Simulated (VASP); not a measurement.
# TiSi6 (Pm-3m) in VASP: notebook

Runs on TiSi6. Level: PBE. Tasks: single point.

Everything below comes from runs of VASP 6.6.1. Logs are shortened: lines on timing, memory, paths and dates and some standing lists are left out, and cuts for length are marked.

### Step 1. The cell of the first run

It takes space group Pm-3m (No. 221, cubic). Conventional cell: a = 4.610 Å, b = 4.610 Å, c = 4.610 Å, α = 90.00°, β = 90.00°, γ = 90.00°. Within 4.7 Å of Ti (site symmetry m-3m) lie 24 Si at 3.38 Å and 6 Ti at 4.61 Å. Si (site symmetry 4mm) has 5 Si at 1.82 to 1.97 Å within 2.4 Å.

The cell was generated, and may not be a known phase.

### Step 2. Single point, PBE

INCAR reads:

```
SYSTEM = TiSi6
PREC     = Accurate       ! precision mode
ENCUT    = 520            ! plane-wave cutoff, eV
EDIFF    = 1E-6           ! SCF threshold, eV
ISMEAR   = 0              ! smearing method
SIGMA    = 0.1            ! smearing width, eV
LREAL    = .False.        ! projectors in reciprocal space
LASPH    = .True.         ! aspherical terms in the spheres
NELM     = 100            ! most SCF steps
ALGO     = Normal         ! electronic algorithm
ISIF     = 2              ! what is computed and relaxed
LWAVE    = .False.        ! write WAVECAR
LCHARG   = .True.         ! write CHGCAR
GGA      = PE             ! functional
LELF     = .True.         ! ELF
LVHAR    = .True.       
NBANDS   = 27             ! bands
```

KPOINTS reads:

```
Automatic mesh
0
Gamma
  4 4 4
  0 0 0
```

POSCAR reads:

```
TiSi6
1.0
    4.6103869300      0.0000000000      0.0000000000
    0.0000000000      4.6103869300      0.0000000000
    0.0000000000      0.0000000000      4.6103869300
Ti Si
1 6
Direct
    0.0000000000      0.0000000000      0.0000000000
    0.1975000100      0.5000000000      0.5000000000
    0.5000000000      0.1975000100      0.5000000000
    0.8024999900      0.5000000000      0.5000000000
    0.5000000000      0.8024999900      0.5000000000
    0.5000000000      0.5000000000      0.1975000100
    0.5000000000      0.5000000000      0.8024999900
```

Potentials or basis: VASP PAW PBE potentials, release 64 (Ti_sv, Si).

Launch:

```sh
$ cat potpaw_PBE.64/Ti_sv/POTCAR potpaw_PBE.64/Si/POTCAR > POTCAR
$ mpirun -np 1 vasp_std > vasp.out
```

OUTCAR:

```text
SYSTEM = TiSi6
   PREC = Accurate
   ENCUT = 520
   EDIFF = 1E-6
   ISMEAR = 0
   LREAL = .False.
   LASPH = .True.
   NELM = 100
   ISIF = 2
   GGA = PE

 ion  position               nearest neighbor table
   1  0.000  0.000  0.000-
   2  0.198  0.500  0.500-   4 1.82   3 1.97   5 1.97   6 1.97   7 1.97   4 2.79
   3  0.500  0.198  0.500-   5 1.82   4 1.97   2 1.97   6 1.97   7 1.97   5 2.79
   4  0.802  0.500  0.500-   2 1.82   3 1.97   5 1.97   6 1.97   7 1.97   2 2.79
   5  0.500  0.802  0.500-   3 1.82   2 1.97   4 1.97   6 1.97   7 1.97   3 2.79
   6  0.500  0.500  0.198-   7 1.82   3 1.97   4 1.97   5 1.97   2 1.97   7 2.79
   7  0.500  0.500  0.802-   6 1.82   3 1.97   4 1.97   5 1.97   2 1.97   6 2.79

  LATTYP: Found a simple cubic cell.
 ALAT       =     4.6103869300

  Lattice vectors:

 A1 = (   4.6103869300,   0.0000000000,   0.0000000000)
 A2 = (   0.0000000000,   4.6103869300,   0.0000000000)
 A3 = (   0.0000000000,   0.0000000000,   4.6103869300)

Analysis of symmetry for initial positions (statically):
=====================================================================
 Subroutine PRICEL returns:
 Original cell was already a primitive cell.

 Routine SETGRP: Setting up the symmetry group for a
 simple cubic supercell.

 Subroutine GETGRP returns: Found 48 space group operations
 (whereof 48 operations were pure point group operations)
 out of a pool of 48 trial point group operations.

The static configuration has the point symmetry O_h .

Analysis of symmetry for dynamics (positions and initial velocities):
=====================================================================
 Subroutine PRICEL returns:
 Original cell was already a primitive cell.

 Routine SETGRP: Setting up the symmetry group for a
 simple cubic supercell.

 Subroutine GETGRP returns: Found 48 space group operations
 (whereof 48 operations were pure point group operations)
 out of a pool of 48 trial point group operations.

The dynamic configuration has the point symmetry O_h .

 Subroutine INISYM returns: Found 48 space group operations
 (whereof 48 operations are pure point group operations),
 and found     1 'primitive' translations

----------------------------------------------------------------------------------------

                                     Primitive cell

  volume of cell :      97.9969

  direct lattice vectors                    reciprocal lattice vectors
     4.610386930  0.000000000  0.000000000     0.216901535  0.000000000  0.000000000
     0.000000000  4.610386930  0.000000000     0.000000000  0.216901535  0.000000000
     0.000000000  0.000000000  4.610386930     0.000000000  0.000000000  0.216901535

  length of vectors
     4.610386930  4.610386930  4.610386930     0.216901535  0.216901535  0.216901535

  position of ions in fractional coordinates (direct lattice)
     0.000000000  0.000000000  0.000000000
     0.197500010  0.500000000  0.500000000
     0.500000000  0.197500010  0.500000000
     0.802499990  0.500000000  0.500000000
     0.500000000  0.802499990  0.500000000
     0.500000000  0.500000000  0.197500010
     0.500000000  0.500000000  0.802499990

  ion indices of the primitive-cell ions
   primitive index   ion index
                 1           1
                 2           2
                 3           3
                 4           4
                 5           5
                 6           6
                 7           7

----------------------------------------------------------------------------------------

 KPOINTS: Automatic mesh

Automatic generation of k-mesh.
 Grid dimensions read from file:
 generate k-points for:    4    4    4

 Generating k-lattice:

  Cartesian coordinates                     Fractional coordinates (reciprocal lattice)
     0.054225384  0.000000000  0.000000000     0.250000000  0.000000000  0.000000000
     0.000000000  0.054225384  0.000000000     0.000000000  0.250000000  0.000000000
     0.000000000  0.000000000  0.054225384     0.000000000  0.000000000  0.250000000

  Length of vectors
     0.054225384  0.054225384  0.054225384

  Shift w.r.t. Gamma in fractional coordinates (k-lattice)
     0.000000000  0.000000000  0.000000000

 Subroutine IBZKPT returns following result:
 ===========================================

 Found     10 irreducible k-points:

 Following reciprocal coordinates:
            Coordinates               Weight
  0.000000  0.000000  0.000000      1.000000
  0.250000  0.000000  0.000000      6.000000
  0.500000  0.000000  0.000000      3.000000
  0.250000  0.250000  0.000000     12.000000
  0.500000  0.250000  0.000000     12.000000
  0.500000  0.500000  0.000000      3.000000
  0.250000  0.250000  0.250000      8.000000
  0.500000  0.250000  0.250000     12.000000
  0.500000  0.500000  0.250000      6.000000
  0.500000  0.500000  0.500000      1.000000
   k-points           NKPTS =     10   k-points in BZ     NKDIM =     10   number of bands    NBANDS=     27
   number of dos      NEDOS =    301   number of ions     NIONS =      7
   total plane-waves  NPLWV =  46656
   dimension x,y,z NGX =    36 NGY =   36 NGZ =   36
   dimension x,y,z NGXF=    72 NGYF=   72 NGZF=   72
   ions per type =               1   6
   NGX,Y,Z   is equivalent  to a cutoff of  12.98, 12.98, 12.98 a.u.
   NGXF,Y,Z  is equivalent  to a cutoff of  25.96, 25.96, 25.96 a.u.
 SYSTEM =  TiSi6
   PREC   = accura    normal or accurate (medium, high low for compatibility)
   ISTART =      0    job   : 0-new  1-cont  2-samecut
   ICHARG =      2    charge: 1-file 2-atom 10-const
   ISPIN  =      1    spin polarized calculation?
   LNONCOLLINEAR =      F non collinear calculations
   LSORBIT =      F    spin-orbit coupling
   LASPH  =      T    aspherical Exc in radial PAW
   ENCUT  =  520.0 eV  38.22 Ry    6.18 a.u.   8.57  8.57  8.57*2*pi/ulx,y,z
   NELM   =    100;   NELMIN=  2; NELMDL= -5     # of ELM steps
   EDIFF  = 0.1E-05   stopping-criterion for ELM
   LREAL  =      F    real-space projection
   EDIFFG = 0.1E-04   stopping-criterion for IOM
   NSW    =      0    number of steps for IOM
   IBRION =     -1    ionic relax: 0-MD 1-quasi-New 2-CG
   NFREE  =      0    steps in history (QN), initial steepest desc. (CG)
   ISIF   =      2    stress and relaxation
   ISYM   =      2    0-nonsym 1-usesym 2-fastsym
   POTIM  = 0.5000    time-step for ionic-motion
   TEBEG  =    0.0;   TEEND  =   0.0 temperature during run
   PSTRESS=    0.0 pullay stress
   NELECT =      36.0000    total number of electrons
   NUPDOWN=      -1.0000    fix difference up-down
   EMIN   =  10.00;   EMAX   =-10.00  energy-range for DOS
   EFERMI =   0.00;   METHOD = LEGACY
   ISMEAR =     0;   SIGMA  =   0.10  broadening in eV -4-tet -1-fermi 0-gaus
   EFERMI_NEDOS =   21; number of points for ismear=-14 and -15
   IALGO  =     38    algorithm
   IMIX   =      4    mixing-type and parameters
     AMIX     =   0.40;   BMIX     =  1.00
     AMIX_MAG =   1.60;   BMIX_MAG =  1.00
  volume/ion in A,a.u.               =      14.00        94.47
  Fermi-wavevector in a.u.,A,eV,Ry     =   1.172479  2.215663 18.704014  1.374706
  Thomas-Fermi vector in A             =   2.308907
   LORBIT       =      0    0 simple, 1 ext, 2 COOP (PROOUT), +10 PAW based schemes
   GGA     = PE    functional components
   LHFCALC =     F    Hartree Fock is set to
   AEXX    =    0.0000 exact exchange contribution
   IVDW    =     0    specifies the selected vdW correction
   LEPSILON=     F    determine dielectric tensor
   LRPA    =     F    only Hartree local field effects (RPA)
 non-spin polarized calculation
 Gauss-broadening in eV      SIGMA  =   0.10
  energy-cutoff  :      520.00
  volume of cell :       98.00
 maximum number of plane-waves:      2666
 NGX is ok and might be reduce to    36
   NGX = 17   NGY = 17   NGZ = 17

 number of electron      36.0000007 magnetization

 Free energy of the ion-electron system (eV)
  ---------------------------------------------------
  ext. energy  EPLUGINS =         0.00000000
  ---------------------------------------------------
  free energy    TOTEN  =       -12.85975503 eV

  energy without entropy =      -12.83430081  energy(sigma->0) =      -12.84702792

 E-fermi :  10.2996     XC(G=0): -10.9308

 val. band max:       10.2454889153   @ k =   0.0000   0.0000   0.0000
 cond. band min:      10.3023440214   @ k =   0.2500   0.2500   0.2500
 fundamental gap:      0.0568551062
 Fermi energy:        10.2996317528

 k-point     1 :       0.0000    0.0000    0.0000
  band No.  band energies     occupation
      1     -47.3584      2.00000
      2     -23.6105      2.00000
      3     -23.6105      2.00000
      4     -23.6105      2.00000
      5      -7.9531      2.00000
      6       0.1320      2.00000
[... 19 lines left out ...]
     26      10.9299      0.00000
     27      14.4886      0.00000

 k-point     2 :       0.2500    0.0000    0.0000
  band No.  band energies     occupation
      1     -47.3584      2.00000
      2     -23.6115      2.00000
      3     -23.6104      2.00000
      4     -23.6104      2.00000
      5      -7.8088      2.00000
      6      -1.6308      2.00000
[... 19 lines left out ...]
     26      12.4699      0.00000
     27      13.1548      0.00000

 k-point     3 :       0.5000    0.0000    0.0000
  band No.  band energies     occupation
      1     -47.3584      2.00000
      2     -23.6126      2.00000
      3     -23.6103      2.00000
      4     -23.6103      2.00000
      5      -7.6448      2.00000
      6      -2.4966      2.00000
[... 19 lines left out ...]
     26      14.6499      0.00000
     27      14.6500      0.00000

 k-point     4 :       0.2500    0.2500    0.0000
  band No.  band energies     occupation
      1     -47.3584      2.00000
      2     -23.6114      2.00000
      3     -23.6114      2.00000
      4     -23.6103      2.00000
      5      -7.6667      2.00000
      6      -1.5178      2.00000
[... 19 lines left out ...]
     26      12.5421      0.00000
     27      13.5657      0.00000

 k-point     5 :       0.5000    0.2500    0.0000
  band No.  band energies     occupation
      1     -47.3584      2.00000
      2     -23.6124      2.00000
      3     -23.6113      2.00000
      4     -23.6102      2.00000
      5      -7.5056      2.00000
      6      -2.3614      2.00000
[... 19 lines left out ...]
     26      13.3200      0.00000
     27      13.6970      0.00000

 k-point     6 :       0.5000    0.5000    0.0000
  band No.  band energies     occupation
      1     -47.3584      2.00000
      2     -23.6123      2.00000
      3     -23.6123      2.00000
      4     -23.6101      2.00000
      5      -7.3479      2.00000
      6      -2.2091      2.00000
[... 19 lines left out ...]
     26      13.7130      0.00000
     27      15.0734      0.00000

 k-point     7 :       0.2500    0.2500    0.2500
  band No.  band energies     occupation
      1     -47.3584      2.00000
      2     -23.6113      2.00000
      3     -23.6113      2.00000
      4     -23.6113      2.00000
      5      -7.5249      2.00000
      6      -1.3899      2.00000
[... 19 lines left out ...]
     26      12.4235      0.00000
     27      12.9953      0.00000

 k-point     8 :       0.5000    0.2500    0.2500
  band No.  band energies     occupation
      1     -47.3584      2.00000
      2     -23.6123      2.00000
      3     -23.6112      2.00000
      4     -23.6112      2.00000
      5      -7.3641      2.00000
      6      -2.2418      2.00000
[... 19 lines left out ...]
     26      13.5730      0.00000
     27      14.4114      0.00000

 k-point     9 :       0.5000    0.5000    0.2500
  band No.  band energies     occupation
      1     -47.3583      2.00000
      2     -23.6121      2.00000
      3     -23.6121      2.00000
      4     -23.6111      2.00000
      5      -7.2034      2.00000
      6      -2.1084      2.00000
[... 19 lines left out ...]
     26      13.8632      0.00000
     27      14.1789      0.00000

 k-point    10 :       0.5000    0.5000    0.5000
  band No.  band energies     occupation
      1     -47.3583      2.00000
      2     -23.6120      2.00000
      3     -23.6120      2.00000
      4     -23.6120      2.00000
      5      -7.0389      2.00000
      6      -1.9979      2.00000
[... 19 lines left out ...]
     26      13.2904      0.00000
     27      13.9314      0.00000

------------------------ aborting loop because EDIFF is reached ----------------------------------------

  FORCE on cell =-STRESS in cart. coord.  units (eV):
  Direction    XX          YY          ZZ          XY          YZ          ZX
  --------------------------------------------------------------------------------------
  -------------------------------------------------------------------------------------
  Total       70.7315547     70.7315547     70.7315547      0.0000000     -0.0000000      0.0000000
  in kB     1156.4095251   1156.4095251   1156.4095251      0.0000000     -0.0000000      0.0000000
  external PRESSURE =    1156.4095251 kB  Pullay stress =       0.0000000 kB

 VOLUME and BASIS-vectors are now :
 -----------------------------------------------------------------------------
  energy-cutoff  :      520.00
  volume of cell :       98.00
      direct lattice vectors                 reciprocal lattice vectors
     4.610386930  0.000000000  0.000000000     0.216901535  0.000000000  0.000000000
     0.000000000  4.610386930  0.000000000     0.000000000  0.216901535  0.000000000
     0.000000000  0.000000000  4.610386930     0.000000000  0.000000000  0.216901535

 POSITION                                       TOTAL-FORCE (eV/Angst)
 -----------------------------------------------------------------------------------
      0.00000      0.00000      0.00000        -0.000000      0.000000      0.000000
      0.91055      2.30519      2.30519        -5.217787      0.000000      0.000000
      2.30519      0.91055      2.30519        -0.000000     -5.217787      0.000000
      3.69984      2.30519      2.30519         5.217787      0.000000     -0.000000
      2.30519      3.69984      2.30519        -0.000000      5.217787     -0.000000
      2.30519      2.30519      0.91055        -0.000000      0.000000     -5.217787
      2.30519      2.30519      3.69984        -0.000000      0.000000      5.217787
 -----------------------------------------------------------------------------------
    total drift:                               -0.000000      0.000000      0.000000

  FREE ENERGIE OF THE ION-ELECTRON SYSTEM (eV)
  ---------------------------------------------------
  free  energy   TOTEN  =       -12.8597550316 eV

  energy  without entropy=      -12.8343008143  energy(sigma->0) =      -12.84702792
```

Run time: 90 s. Hardware: 1 thread of AMD EPYC 7R13, shared host; peak memory 0.17 GiB.

Results:

| Item | Value |
| --- | --- |
| Free energy | -12.8598 eV |
| Pressure | 115.6 GPa |
| Largest force | 5.218 eV/Å |
| Band gap on the k mesh | zero (bands 18 and 19 overlap by 0.69 eV) |

Forces on the atoms (eV/Å):
```
Ti   0.000  0.000  0.000
Si  -5.218  0.000  0.000
Si   0.000 -5.218  0.000
Si   5.218  0.000  0.000
Si   0.000  5.218  0.000
Si   0.000  0.000 -5.218
Si   0.000  0.000  5.218
```

Caveat: the cell stands under pressure; forces of over 1 eV/Å act on the atoms, so gaps and moduli don't describe the material at rest.

### Step 3. Single point, PBE

This run uses another cell than the first one, of 26.31 Å³/atom.

INCAR reads:

```
  PREC = Accurate
  ENCUT = 520
  EDIFF = 1E-6
  ISMEAR = 0
  SIGMA = 0.1
  LREAL = F
  LASPH = T
  NELM = 80
  ALGO = Normal
  ISIF = 2
  LWAVE = F
  LCHARG = F
  GGA = PE
  NBANDS = 27
```

KPOINTS reads:

```
regular mesh
0
Gamma
  4 4 4
```

POSCAR reads:

```
TiSi6
1.0
    5.6894878677      0.0000000000      0.0000000000
    0.0000000000      5.6894878677      0.0000000000
    0.0000000000      0.0000000000      5.6894878677
Ti Si
1 6
Direct
    0.0000000000      0.0000000000      0.0000000000
    0.1982591085      0.5000000000      0.5000000000
    0.5000000000      0.1982591085      0.5000000000
    0.8017408915      0.5000000000      0.5000000000
    0.5000000000      0.8017408915      0.5000000000
    0.5000000000      0.5000000000      0.1982591085
    0.5000000000      0.5000000000      0.8017408915
```

Potentials or basis: VASP PAW PBE potentials, release 64 (Ti_sv, Si).

Launch:

```sh
$ cat potpaw_PBE.64/Ti_sv/POTCAR potpaw_PBE.64/Si/POTCAR > POTCAR
$ mpirun -np 1 vasp_std > vasp.out
```

Run time: 2.6 min. Hardware: 1 thread of AMD EPYC 7R13, shared host; peak memory 0.24 GiB.

It converged, with:

| Quantity | Value |
| --- | --- |
| Free energy | -30.6852 eV |
| Pressure | 0.3 GPa |
| Largest force | 0.007 eV/Å |
| Band gap on the k mesh | zero (bands 18 and 19 overlap by 0.50 eV) |

Forces in eV/Å, atoms in the order of the input:
```
Ti   0.000  0.000  0.000
Si  -0.007  0.000  0.000
Si   0.000 -0.007  0.000
Si   0.007  0.000  0.000
Si   0.000  0.007  0.000
Si   0.000  0.000 -0.007
Si   0.000  0.000  0.007
```

Levels at points of the mesh, in eV from the Fermi level:
```tsv
k point	band 15	band 16	band 17	band 18	band 19	band 20	band 21	band 22
(0.00, 0.00, 0.00)	-0.48	-0.48	-0.48	-0.37	0.00	0.00	0.18	0.18
(0.50, 0.00, 0.00)	-1.29	-1.25	-1.17	-0.49	-0.49	0.04	0.18	0.56
(0.50, 0.50, 0.00)	-1.46	-0.88	-0.66	-0.66	0.11	0.14	0.26	0.26
(0.50, 0.50, 0.50)	-1.37	-1.37	-0.59	-0.38	0.11	0.11	0.11	0.20
```

### Step 4. Single point, PBE, collinear spin

This run uses another cell than the first one, of 26.31 Å³/atom.

INCAR reads:

```
SYSTEM = TiSi6
ALGO = Normal ; EDIFF = 1E-6
ENCUT = 520 ; GGA = PE
ISIF = 2 ; ISMEAR = 0
ISPIN = 2 ; LASPH = .True.
LCHARG = .False. ; LMAXMIX = 4
LORBIT = 11 ; LREAL = .False.
LWAVE = .False. ; MAGMOM = 1 0 0 0 0 0 0
NBANDS = 31 ; NELM = 150
PREC = Accurate ; SIGMA = 0.1
```

KPOINTS reads:

```
k-points
0
Gamma
  4 4 4
  0 0 0
```

POSCAR is that of step 3.

Launch:

```sh
$ cat potpaw_PBE.64/Ti_sv/POTCAR potpaw_PBE.64/Si/POTCAR > POTCAR
$ mpirun -np 1 vasp_std > vasp.out
```

Wall time 6.9 min (1 thread of AMD EPYC 7R13, shared host); peak memory 0.33 GiB.

The run converged. Its results:

```
Free energy                                           : -30.6852 eV
Pressure                                              : 0.3 GPa
Largest force                                         : 0.007 eV/Å
Band gap on the k mesh                                : zero (filled and empty bands overlap)
Net moment                                            : 0.00 μB per cell
Valence electrons inside the program's atomic spheres : Ti 9.94; Si 1.64
```

Forces on the atoms (eV/Å):
```
Ti   0.000  0.000  0.000
Si  -0.007  0.000  0.000
Si   0.000 -0.007  0.000
Si   0.007  0.000  0.000
Si   0.000  0.007  0.000
Si   0.000  0.000 -0.007
Si   0.000  0.000  0.007
```

Levels at points of the mesh, in eV from the Fermi level:
Spin up:
| k point | band 14 | band 15 | band 16 | band 17 | band 18 | band 19 | band 20 | band 21 | band 22 | band 23 |
| --- | --- | --- | --- | --- | --- | --- | --- | --- | --- | --- |
| (0.00, 0.00, 0.00) | -2.57 | -0.48 | -0.48 | -0.48 | -0.37 | 0.00 | 0.00 | 0.18 | 0.18 | 0.18 |
| (0.50, 0.00, 0.00) | -2.49 | -1.29 | -1.25 | -1.17 | -0.49 | -0.49 | 0.04 | 0.18 | 0.56 | 0.71 |
| (0.50, 0.50, 0.00) | -3.54 | -1.46 | -0.88 | -0.66 | -0.66 | 0.11 | 0.14 | 0.26 | 0.26 | 0.33 |
| (0.50, 0.50, 0.50) | -3.78 | -1.37 | -1.37 | -0.59 | -0.38 | 0.11 | 0.11 | 0.11 | 0.20 | 0.20 |
Spin down:
```csv
k point,band 16,band 17,band 18,band 19,band 20,band 21
"(0.00, 0.00, 0.00)",-0.48,-0.48,-0.37,0.00,0.00,0.18
"(0.50, 0.00, 0.00)",-1.25,-1.17,-0.49,-0.49,0.04,0.18
"(0.50, 0.50, 0.00)",-0.88,-0.66,-0.66,0.11,0.14,0.26
"(0.50, 0.50, 0.50)",-1.37,-0.59,-0.38,0.11,0.11,0.11
```

[end of part 1 of 2]

The gap in the log of VASP goes by the Fermi energy; the results here count the filled bands.